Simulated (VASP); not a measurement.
# Si62C (a cell with a defect) in VASP: further runs, part 2 of 2

VASP 6.6.1. Earlier steps stand in the parts before.

### 3 Single point, PBEsol, collinear spin, zero start

INCAR

```
SYSTEM = Si62C
PREC = Accurate ; ENCUT = 520
EDIFF = 1E-6 ; ISMEAR = -1
SIGMA = 0.05 ; LREAL = Auto
LASPH = .True. ; NELM = 150
ALGO = Normal ; ISIF = 2
LWAVE = .False. ; LCHARG = .False.
ISPIN = 2 ; MAGMOM = 0 0 0 0 0 0 0 0 0 0 0 0 0 0 0 0 0 0 0 0 0 0 0 0 0 0 0 0 0 0 0 0 0 0 0 0 0 0 0 0 0 0 0 0 0 0 0 0 0 0 0 0 0 0 0 0 0 0 0 0 0 0 0
LORBIT = 11 ; GGA = PS
NBANDS = 167 ; NELECT = 253.0
```

KPOINTS

```
regular mesh
0
Gamma
  1 1 1
  0 0 0
```

POSCAR

```
Si62C
1.0
   10.8600000000      0.0000000000      0.0000000000
    0.0000000000     10.8600000000      0.0000000000
    0.0000000000      0.0000000000     10.8600000000
Si C
62 1
Direct
    0.4972902394      0.0011237569     -0.0012609576
    0.6217798343      0.1288154696      0.1229200737
    0.7621969613      0.2378426335     -0.0025869245
    0.8712013812      0.3783443831      0.1228095764
    0.7478842541      0.0040055249      0.2456103131
    0.8723544199      0.1275638122      0.3733978821
    0.1054499079      0.1252251381      0.1081604052
    0.2478548803      0.2492994475      0.0014737569
    0.3725691529      0.3766249540      0.1275767035
    0.4997337017      0.5000727440      0.0011209024
    0.6230986188      0.6270468692      0.1277398711
    0.7505575506      0.7518426335      0.0018821363
    0.8742701657      0.8941791897      0.1089293738
    0.2408722836      0.0033398711      0.2394634438
    0.3713112339      0.1246663904      0.3746049724
    0.4975838858      0.2517411602      0.2520146409
    0.6256789134      0.3742116022      0.3786463168
    0.7482493554      0.5023074586      0.2521019337
    0.8752537753      0.6287504604      0.3745724678
    0.5006118785      0.0005124309      0.5045476059
    0.6319240331      0.1228084715      0.6369374770
    0.7509068140      0.2490624309      0.5060822284
    0.8770241252      0.3688245856      0.6363232965
    0.7685790976      0.0009264273      0.7680934622
    0.9361716390      0.0632104052      0.9361491713
   -0.0010117864      0.5029534991     -0.0012904236
    0.1238353591      0.6359618785      0.1150214549
    0.2305003683      0.7696041436     -0.0294511971
    0.3642025783      0.8762186004      0.1149539595
   -0.0041471455      0.2517508287      0.2451691529
    0.1226190608      0.3766797422      0.3726266114
    0.2462047882      0.5069487109      0.2460588398
    0.3738681400      0.6260258748      0.3747155617
    0.4929640884      0.7537283610      0.2461392265
    0.6229519337      0.8773602210      0.3729698895
   -0.0018480663      0.0019879374      0.4964364641
    0.1213442910      0.1206296501      0.6287283610
    0.2463973297      0.2495317680      0.5004850829
    0.3740612339      0.3740616943      0.6247600368
    0.4996104052      0.5003938306      0.5002860958
    0.6257722836      0.6261094843      0.6247933702
    0.7503989871      0.7536653775      0.5005292818
    0.8795344383      0.8786133517      0.6286325046
    0.2304385820     -0.0190242173      0.7597947514
    0.3642799263      0.1180740331      0.8742662063
    0.4958095764      0.2461979742      0.7524661142
    0.6284657459      0.3714940147      0.8759988950
    0.7535880295      0.5043922652      0.7524670350
    0.8817896869      0.6357593002      0.8742866483
   -0.0033515654      0.7591426335      0.2397295580
    0.1232325967      0.8769251381      0.3705703499
   -0.0003443831      0.4995496317      0.5040626151
    0.1235487109      0.6292632597      0.6278713628
    0.2490330571      0.7511643646      0.4985350829
    0.3706567219      0.8767172192      0.6280909761
   -0.0010273481      0.2326772560      0.7672571823
    0.1240729282      0.3745172192      0.8755027624
    0.2500448435      0.5011930018      0.7483853591
    0.3718174954      0.6283713628      0.8763191529
    0.4990349908      0.7504040516      0.7485430018
    0.6259367403      0.8760585635      0.8758040516
    0.0190722836      0.7693217311      0.7595964088
    0.1394583794     -0.1395878453     -0.1554482505
```

Potentials or basis: VASP PAW PBE potentials, release 64 (Si, C).

Started as:

```sh
> cat potpaw_PBE.64/Si/POTCAR potpaw_PBE.64/C/POTCAR > POTCAR
> mpirun -np 1 vasp_gam > vasp.out
```

OUTCAR:

```text
SYSTEM = Si62C
   PREC = Accurate
   ENCUT = 520
   EDIFF = 1E-6
   ISMEAR = -1
   LREAL = Auto
   LASPH = .True.
   NELM = 150
   ISIF = 2
   ISPIN = 2
   LORBIT = 11
   GGA = PS
   NELECT = 253.0

 ion  position               nearest neighbor table
   1  0.497  0.001  0.999-  29 2.35  45 2.35   2 2.36  61 2.36
   2  0.622  0.129  0.123-   5 2.34  16 2.36   1 2.36   3 2.36
   3  0.762  0.238  0.997-   4 2.36   2 2.36  47 2.44  25 2.76
   4  0.871  0.378  0.123-  30 2.34  18 2.36  26 2.36   3 2.36
   5  0.748  0.004  0.246-   2 2.34  13 2.35   6 2.36  35 2.38
   6  0.872  0.128  0.373-  36 2.35   5 2.36  22 2.36  30 2.36
[... 16 lines left out ...]
  23  0.877  0.369  0.636-  48 2.36  22 2.36  52 2.42  56 2.44
  24  0.769  0.001  0.768-  43 2.35  61 2.37  21 2.45  25 2.66
  25  0.936  0.063  0.936-  24 2.66  56 2.69   7 2.71  13 2.71   3 2.76
  26  0.999  0.503  0.999-  27 2.35  49 2.35   4 2.36  57 2.36
  27  0.124  0.636  0.115-  26 2.35  50 2.35  32 2.40  28 2.43
  28  0.231  0.770  0.971-  63 1.96  59 2.40  29 2.43  27 2.43
  29  0.364  0.876  0.115-   1 2.35  14 2.35  34 2.40  28 2.43
  30  0.996  0.252  0.245-   4 2.34   7 2.35   6 2.36  31 2.38
  31  0.123  0.377  0.373-  52 2.37  38 2.38  30 2.38  32 2.39
[... 29 lines left out ...]
  61  0.626  0.876  0.876-  12 2.35   1 2.36  24 2.37  60 2.38
  62  0.019  0.769  0.760-  63 1.88  53 2.38  43 2.39  49 2.42
  63  0.139  0.860  0.845-  44 1.88  62 1.88  28 1.96

  LATTYP: Found a simple cubic cell.
 ALAT       =    10.8600000000

  Lattice vectors:

 A1 = (  10.8600000000,   0.0000000000,   0.0000000000)
 A2 = (   0.0000000000,  10.8600000000,   0.0000000000)
 A3 = (   0.0000000000,   0.0000000000,  10.8600000000)

Analysis of symmetry for initial positions (statically):
=====================================================================
 Subroutine PRICEL returns:
 Original cell was already a primitive cell.

 Routine SETGRP: Setting up the symmetry group for a
 simple cubic supercell.

 Subroutine GETGRP returns: Found  1 space group operations
 (whereof  1 operations were pure point group operations)
 out of a pool of 48 trial point group operations.

[... 427 lines left out ...]
 spin component 2

 k-point     1 :       0.0000    0.0000    0.0000
  band No.  band energies     occupation
      1      -6.6138      1.00000
      2      -6.0511      1.00000
      3      -5.2272      1.00000
      4      -5.2192      1.00000
      5      -5.2001      1.00000
      6      -5.1885      1.00000
[... 130 lines left out ...]
    137       6.6886      0.00000
    138       6.7173      0.00000
 [bands above 138 left out]

------------------------ aborting loop because EDIFF is reached ----------------------------------------

  FORCE on cell =-STRESS in cart. coord.  units (eV):
  Direction    XX          YY          ZZ          XY          YZ          ZX
  --------------------------------------------------------------------------------------
  -------------------------------------------------------------------------------------
  Total       -5.7818317     -5.6968438     -8.3957396     -2.6719723      9.8047071     -9.9032427
  in kB       -7.2324686     -7.1261575    -10.5021947     -3.3423587     12.2646662    -12.3879239
  external PRESSURE =      -8.2869403 kB  Pullay stress =       0.0000000 kB

 VOLUME and BASIS-vectors are now :
 -----------------------------------------------------------------------------
  energy-cutoff  :      520.00
  volume of cell :     1280.82
      direct lattice vectors                 reciprocal lattice vectors
    10.860000000  0.000000000  0.000000000     0.092081031  0.000000000  0.000000000
     0.000000000 10.860000000  0.000000000     0.000000000  0.092081031  0.000000000
     0.000000000  0.000000000 10.860000000     0.000000000  0.000000000  0.092081031

 POSITION                                       TOTAL-FORCE (eV/Angst)
 -----------------------------------------------------------------------------------
      5.40057      0.01220     10.84631         0.027040      0.010090     -0.012217
      6.75253      1.39894      1.33491        -0.017819      0.021123      0.031203
      8.27746      2.58297     10.83191         0.298510     -0.303749      0.009789
      9.46125      4.10882      1.33371        -0.017427      0.013817      0.028345
      8.12202      0.04350      2.66733        -0.047450      0.024538      0.033330
      9.47377      1.38534      4.05510        -0.006878      0.009885      0.019055
[... 55 lines left out ...]
      0.20712      8.35483      8.24922         0.102214     -0.068055      0.076126
      1.51452      9.34408      9.17183         0.788208     -0.783694      0.290824
 -----------------------------------------------------------------------------------
    total drift:                                0.000707     -0.005232      0.012154

  FREE ENERGIE OF THE ION-ELECTRON SYSTEM (eV)
  ---------------------------------------------------
  free  energy   TOTEN  =      -348.6087902669 eV

  energy  without entropy=     -348.4735824538  energy(sigma->0) =     -348.54118636

 total charge

# of ion       s       p       d       tot
------------------------------------------
    1        0.741   0.955   0.000   1.696
    2        0.744   0.951   0.000   1.695
    3        0.755   0.875   0.000   1.630
    4        0.744   0.951   0.000   1.695
    5        0.743   0.950   0.000   1.694
    6        0.740   0.957   0.000   1.697
[... 55 lines left out ...]
   62        0.726   0.916   0.000   1.642
   63        0.830   1.526   0.000   2.357
--------------------------------------------------
tot         47.034  59.114   0.000 106.148

 magnetization (x)

# of ion       s       p       d       tot
------------------------------------------
    1       -0.000  -0.000   0.000  -0.000
    2       -0.000  -0.000   0.000  -0.000
    3        0.000   0.000   0.000   0.000
    4       -0.000   0.000   0.000  -0.000
    5        0.000   0.000   0.000   0.000
    6       -0.000  -0.000   0.000  -0.000
[... 55 lines left out ...]
   62       -0.000  -0.000   0.000  -0.000
   63       -0.000   0.000   0.000   0.000
--------------------------------------------------
tot         -0.000   0.000   0.000   0.000
```

stdout:

```text
POSCAR found type information on POSCAR SiC
 POSCAR found :  2 types and      63 ions
 scaLAPACK will be used
 -----------------------------------------------------------------------------
|                                                                             |
|                                                                             |
|     You enforced a specific xc type in the INCAR file but a different       |
|     I HOPE YOU KNOW WHAT YOU ARE DOING!                                     |
|                                                                             |
 -----------------------------------------------------------------------------

 LDA part: xc-table for (Slater+PW92), standard interpolation
 POSCAR, INCAR and KPOINTS ok, starting setup
 FFT: planning ... GRIDC
 FFT: planning ... GRID_SOFT
 FFT: planning ... GRID
 WAVECAR not read
 entering main loop
 the old and the new charge density differ
 old charge density:   252.00000 new  253.00000
    0.281E+01
```

Run time: 13 min. Hardware: 1 thread of Intel Xeon Platinum 8259CL at 2.50GHz (Skylake/Cascade Lake), shared host; peak memory 1.5 GiB.

What came out:

```
Free energy                                           : -348.6088 eV
Largest force                                         : 1.188 eV/Å
Net moment                                            : 0.00 μB per cell
Valence electrons inside the program's atomic spheres : Si 1.70, 1.63, 1.69, 1.68, 1.64, 1.66, 1.67, 1.50, 1.61, 1.65 (each value once); C 2.36
```

Forces on the atoms (eV/Å):
```
Si   0.027  0.010 -0.012
Si  -0.018  0.021  0.031
Si   0.299 -0.304  0.010
Si  -0.017  0.014  0.028
Si  -0.047  0.025  0.033
Si  -0.007  0.010  0.019
Si  -0.080  0.101  0.012
Si   0.017 -0.004  0.011
Si   0.000  0.033 -0.005
Si   0.050 -0.052 -0.034
Si  -0.031  0.004 -0.004
Si   0.004 -0.018  0.007
Si  -0.098  0.095 -0.009
Si  -0.051  0.051 -0.040
Si  -0.001 -0.009 -0.020
Si  -0.024  0.025 -0.015
Si   0.012 -0.012 -0.001
Si  -0.025  0.022 -0.016
Si   0.008  0.004 -0.020
Si   0.018 -0.004 -0.050
Si  -0.015 -0.002 -0.026
Si   0.002  0.000  0.007
Si   0.003  0.007 -0.019
Si  -0.027 -0.012 -0.029
Si  -0.800  0.818  0.318
Si  -0.012 -0.030 -0.014
Si  -0.059  0.084 -0.085
Si  -0.156  0.150 -0.290
Si  -0.085  0.058 -0.087
Si  -0.020  0.047  0.036
Si   0.028 -0.022  0.008
Si  -0.023  0.060 -0.048
Si  -0.010  0.011 -0.003
Si  -0.061  0.021 -0.048
Si   0.026 -0.030  0.005
Si   0.005 -0.007 -0.018
Si  -0.011 -0.044  0.055
Si   0.010 -0.057  0.038
Si   0.003  0.010  0.002
Si   0.000  0.001 -0.019
Si  -0.010 -0.004  0.005
Si   0.056 -0.013  0.039
Si   0.048  0.011  0.056
Si   0.071 -0.099  0.070
Si   0.012  0.005  0.007
Si   0.005  0.007 -0.004
Si   0.139 -0.137  0.036
Si  -0.005 -0.009 -0.004
Si  -0.003 -0.011  0.008
Si  -0.043  0.051 -0.045
Si   0.004 -0.005 -0.010
Si   0.007 -0.019 -0.046
Si  -0.041 -0.021 -0.043
Si  -0.002 -0.001  0.006
Si   0.021  0.038 -0.043
Si   0.009 -0.001 -0.008
Si   0.019 -0.015 -0.008
Si  -0.008  0.011 -0.028
Si   0.002  0.000 -0.027
Si  -0.016  0.006 -0.029
Si   0.012 -0.022 -0.010
Si   0.102 -0.068  0.076
C    0.788 -0.784  0.291
```

Levels at points of the mesh, in eV from the Fermi level:
Spin up:
```csv
k point,band 124,band 125,band 126,band 127,band 128,band 129
"(0.00, 0.00, 0.00)",-0.84,-0.59,-0.14,0.01,0.14,0.18
```
Spin down:
| k point | band 122 | band 123 | band 124 | band 125 | band 126 | band 127 | band 128 | band 129 | band 130 | band 131 |
| --- | --- | --- | --- | --- | --- | --- | --- | --- | --- | --- |
| (0.00, 0.00, 0.00) | -1.17 | -1.03 | -0.84 | -0.59 | -0.14 | 0.01 | 0.14 | 0.18 | 0.23 | 0.29 |

Caveat: the k points lie up to 0.58 Å⁻¹ apart; the cell carries a net charge on a neutralising background, which shifts energy and pressure; the cell is charged against a uniform background, so pressure and absolute levels hang on convention; the PAW data sets were made with another functional, which shifts forces and pressure a little.
